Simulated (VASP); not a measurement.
# Ba (P6/mmm) in VASP: single point with PBEsol

Aim: the single point of Ba with PBEsol.

All numbers are computed with VASP 6.6.1; they aren't measurements. Logs are shortened: lines on timing, memory, paths and dates and some standing lists are left out, and cuts for length are marked.

## Step 1: The cell of the first run

It takes space group P6/mmm (No. 191, hexagonal). Conventional cell: a = 6.996 Å, b = 6.996 Å, c = 3.909 Å, α = 90.00°, β = 90.00°, γ = 120.00°. Within 5.1 Å of Ba (site symmetry -6m2) lie 5 Ba at 3.91 to 4.04 Å.

## Step 2: Single point, PBEsol

Contents of INCAR:

```
ALGO     = Normal         # electronic algorithm
EDIFF    = 1E-7           # SCF threshold, eV
ENCUT    = 520            # plane-wave cutoff, eV
GGA      = PS             # functional
ISIF     = 2              # what is computed and relaxed
ISMEAR   = -1             # smearing method
ISYM     = 0            
LASPH    = True           # aspherical terms in the spheres
LCHARG   = True           # write CHGCAR
LELF     = True           # ELF
LREAL    = False          # projectors in reciprocal space
LVHAR    = True         
LWAVE    = False          # write WAVECAR
NBANDS   = 17             # bands
NELM     = 80             # most SCF steps
PREC     = Accurate       # precision mode
SIGMA    = 0.15           # smearing width, eV
```

Contents of KPOINTS:

```
Automatic mesh
0
Gamma
  4 4 6
  0.5 0.5 0.5
```

Contents of POSCAR:

```
Ba
1.0
    6.9960670700      0.0000000000      0.0000000000
   -3.4980335350      6.0587718092      0.0000000000
    0.0000000000      0.0000000000      3.9093935500
Ba
2
Direct
    0.3333333333      0.6666666667      0.5000000000
    0.6666666667      0.3333333333      0.5000000000
```

Potentials or basis: VASP PAW PBE potentials, release 64 (Ba_sv).

Command:

```console
> cat potpaw_PBE.64/Ba_sv/POTCAR > POTCAR
> mpirun -np 1 vasp_std > vasp.out
```

OUTCAR:

```text
EDIFF = 1E-7
   ENCUT = 520
   GGA = PS
   ISIF = 2
   ISMEAR = -1
   ISYM = 0
   LASPH = True
   LREAL = False
   NELM = 80
   PREC = Accurate

 ion  position               nearest neighbor table
   1  0.333  0.667  0.500-   2 4.04   2 4.04   2 4.04
   2  0.667  0.333  0.500-   1 4.04   1 4.04   1 4.04

IMPORTANT INFORMATION: All symmetrisations will be switched off!
NOSYMM: (Re-)initialisation of all symmetry stuff for point group C_1.

----------------------------------------------------------------------------------------

                                     Primitive cell

  volume of cell :     165.7097

  direct lattice vectors                    reciprocal lattice vectors
     6.996067070  0.000000000  0.000000000     0.142937452  0.082524976  0.000000000
    -3.498033535  6.058771809  0.000000000     0.000000000  0.165049953  0.000000000
     0.000000000  0.000000000  3.909393550     0.000000000  0.000000000  0.255794150

  length of vectors
     6.996067070  6.996067070  3.909393550     0.165049953  0.165049953  0.255794150

  position of ions in fractional coordinates (direct lattice)
     0.333333333  0.666666667  0.500000000
     0.666666667  0.333333333  0.500000000

  ion indices of the primitive-cell ions
   primitive index   ion index
                 1           1
                 2           2

----------------------------------------------------------------------------------------

 KPOINTS: Automatic mesh

Automatic generation of k-mesh.
 Grid dimensions read from file:
 generate k-points for:    4    4    6

 Generating k-lattice:

  Cartesian coordinates                     Fractional coordinates (reciprocal lattice)
     0.035734363  0.020631244  0.000000000     0.250000000  0.000000000  0.000000000
     0.000000000  0.041262488  0.000000000     0.000000000  0.250000000  0.000000000
     0.000000000  0.000000000  0.042632358     0.000000000  0.000000000  0.166666667

  Length of vectors
     0.041262488  0.041262488  0.042632358

  Shift w.r.t. Gamma in fractional coordinates (k-lattice)
     0.500000000  0.500000000  0.500000000

 Subroutine IBZKPT returns following result:
 ===========================================

 Found    144 irreducible k-points:

 Following reciprocal coordinates:
            Coordinates               Weight
  0.125000  0.125000  0.083333      2.000000
[... 32 lines left out ...]
 SYSTEM =  unknown system
   PREC   = accura    normal or accurate (medium, high low for compatibility)
   ISTART =      0    job   : 0-new  1-cont  2-samecut
   ICHARG =      2    charge: 1-file 2-atom 10-const
   ISPIN  =      1    spin polarized calculation?
   LNONCOLLINEAR =      F non collinear calculations
   LSORBIT =      F    spin-orbit coupling
   LASPH  =      T    aspherical Exc in radial PAW
   ENCUT  =  520.0 eV  38.22 Ry    6.18 a.u.  13.01 13.01  7.27*2*pi/ulx,y,z
   NELM   =     80;   NELMIN=  2; NELMDL= -5     # of ELM steps
   EDIFF  = 0.1E-06   stopping-criterion for ELM
   LREAL  =      F    real-space projection
   EDIFFG = 0.1E-05   stopping-criterion for IOM
   NSW    =      0    number of steps for IOM
   IBRION =     -1    ionic relax: 0-MD 1-quasi-New 2-CG
   NFREE  =      0    steps in history (QN), initial steepest desc. (CG)
   ISIF   =      2    stress and relaxation
   ISYM   =      0    0-nonsym 1-usesym 2-fastsym
   POTIM  = 0.5000    time-step for ionic-motion
   TEBEG  =    0.0;   TEEND  =   0.0 temperature during run
   PSTRESS=    0.0 pullay stress
   NELECT =      20.0000    total number of electrons
   NUPDOWN=      -1.0000    fix difference up-down
   EMIN   =  10.00;   EMAX   =-10.00  energy-range for DOS
   EFERMI =   0.00;   METHOD = LEGACY
   ISMEAR =    -1;   SIGMA  =   0.15  broadening in eV -4-tet -1-fermi 0-gaus
   EFERMI_NEDOS =   21; number of points for ismear=-14 and -15
   IALGO  =     38    algorithm
   IMIX   =      4    mixing-type and parameters
     AMIX     =   0.40;   BMIX     =  1.00
     AMIX_MAG =   1.60;   BMIX_MAG =  1.00
  volume/ion in A,a.u.               =      82.85       559.13
  Fermi-wavevector in a.u.,A,eV,Ry     =   0.809038  1.528860  8.905588  0.654542
  Thomas-Fermi vector in A             =   1.917955
   LORBIT       =      0    0 simple, 1 ext, 2 COOP (PROOUT), +10 PAW based schemes
   GGA     = PS    functional components
   LHFCALC =     F    Hartree Fock is set to
   AEXX    =    0.0000 exact exchange contribution
   IVDW    =     0    specifies the selected vdW correction
   LEPSILON=     F    determine dielectric tensor
   LRPA    =     F    only Hartree local field effects (RPA)
 non-spin polarized calculation
  energy-cutoff  :      520.00
  volume of cell :      165.71
 maximum number of plane-waves:      4487
 NGX is ok and might be reduce to    54
   NGX = 25   NGY = 25   NGZ = 15

 number of electron      20.0000003 magnetization

 Free energy of the ion-electron system (eV)
  ---------------------------------------------------
  ext. energy  EPLUGINS =         0.00000000
  ---------------------------------------------------
  free energy    TOTEN  =        -2.93051165 eV

  energy without entropy =       -2.55782674  energy(sigma->0) =       -2.74416920

 E-fermi :   0.4774     XC(G=0):  -6.4798

 val. band max:        0.4702494606   @ k =   0.3750   0.0000   0.2500
 cond. band min:       0.4928321754   @ k =  -0.2500  -0.1250  -0.0833
 fundamental gap:      0.0225827148
 Fermi energy:         0.4773679251

 k-point     1 :       0.1250    0.1250    0.0833
  band No.  band energies     occupation
      1     -28.7633      2.00000
      2     -28.7078      2.00000
      3     -14.1553      2.00000
      4     -14.1091      2.00000
      5     -13.7828      2.00000
      6     -13.7323      2.00000
[... 457 lines left out ...]
      4     -14.0714      2.00000
      5     -13.8227      2.00000
      6     -13.7176      2.00000
[... 9 lines left out ...]
     16       3.0502      0.00000
     17       3.5536      0.00000

 [... further k-points ...]
[... 5 lines left out ...]
  --------------------------------------------------------------------------------------
  -------------------------------------------------------------------------------------
  Total        0.0167236      0.0167406     -0.2200772      0.0000155     -0.0000015     -0.0000005
  in kB        0.1616937      0.1618577     -2.1278332      0.0001498     -0.0000147     -0.0000053
  external PRESSURE =      -0.6014273 kB  Pullay stress =       0.0000000 kB

 VOLUME and BASIS-vectors are now :
 -----------------------------------------------------------------------------
  energy-cutoff  :      520.00
  volume of cell :      165.71
      direct lattice vectors                 reciprocal lattice vectors
     6.996067070  0.000000000  0.000000000     0.142937452  0.082524976  0.000000000
    -3.498033535  6.058771809  0.000000000     0.000000000  0.165049953  0.000000000
     0.000000000  0.000000000  3.909393550     0.000000000  0.000000000  0.255794150

 POSITION                                       TOTAL-FORCE (eV/Angst)
 -----------------------------------------------------------------------------------
     -0.00000      4.03918      1.95470        -0.000007      0.000006      0.000000
      3.49803      2.01959      1.95470         0.000007     -0.000006     -0.000000
 -----------------------------------------------------------------------------------
    total drift:                                0.000000     -0.000002      0.000001

  FREE ENERGIE OF THE ION-ELECTRON SYSTEM (eV)
  ---------------------------------------------------
  free  energy   TOTEN  =        -2.9305116533 eV

  energy  without entropy=       -2.5578267414  energy(sigma->0) =       -2.74416920
```

stdout:

```text
POSCAR found type information on POSCAR Ba
 POSCAR found :  1 types and       2 ions
 scaLAPACK will be used
 -----------------------------------------------------------------------------
|                                                                             |
|                                                                             |
|     You enforced a specific xc type in the INCAR file but a different       |
|     I HOPE YOU KNOW WHAT YOU ARE DOING!                                     |
|                                                                             |
 -----------------------------------------------------------------------------

 LDA part: xc-table for (Slater+PW92), standard interpolation
 POSCAR, INCAR and KPOINTS ok, starting setup
 FFT: planning ... GRIDC
 FFT: planning ... GRID_SOFT
 FFT: planning ... GRID
 WAVECAR not read
 entering main loop
```

Wall time 6.5 min (1 thread of Intel Xeon Platinum 8488C (Sapphire Rapids), shared host); peak memory 0.51 GiB.

Results:

- Free energy: -2.9305 eV
- Pressure: -0.1 GPa
- Band gap on the k mesh: zero (band 10 reaches 0.92 eV, above the bottom of band 11 at 0.20 eV)

Stress tensor (GPa, compression positive):
```
 0.02  0.00  0.00
 0.00  0.02  0.00
 0.00  0.00 -0.21
```

Levels at points of the mesh, in eV from the Fermi level:
| k point | band 8 | band 9 | band 10 | band 11 | band 12 | band 13 |
| --- | --- | --- | --- | --- | --- | --- |
| (0.12, 0.12, 0.08) | -13.96 | -1.90 | 0.11 | 0.27 | 0.38 | 0.75 |

Caveat: the PAW data sets were made with another functional, which shifts forces and pressure a little; spin-orbit coupling is left out, which moves the levels of the heavy elements.
